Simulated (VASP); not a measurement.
Crystal: W.

```xyz
1
Lattice="-1.6033 1.6033 1.6033 1.6033 -1.6033 1.6033 1.6033 1.6033 -1.6033" Properties=species:S:1:pos:R:3 pbc="T T T"
W     0.0000    0.0000    0.0000
```

Base run:

| Item | Value |
| --- | --- |
| Program | VASP 6.6.1 |
| Functional | PBE |
| Potentials or basis | VASP PAW PBE potentials, release 64 (W_sv) |
| Cutoff | 500 eV |
| k mesh | 8 × 8 × 8 |
| Occupations | fermi-dirac, width 0.1 eV |
| Spin | no spin polarisation |

Its results: band gap on the k mesh zero (band 7 reaches 15.77 eV, above the bottom of band 8 at 9.72 eV); pressure -5.6 GPa.

Problem. The run is repeated on the same cell with these changes: k mesh from 8 × 8 × 8 to 4 × 4 × 4. What comes out?

Solution. Band gap on the k mesh zero (band 7 reaches 15.87 eV, above the bottom of band 8 at 9.79 eV); pressure -6.5 GPa.

Caveats: some runs use coarse meshes; spin-orbit coupling is left out, which moves the levels of the heavy elements.
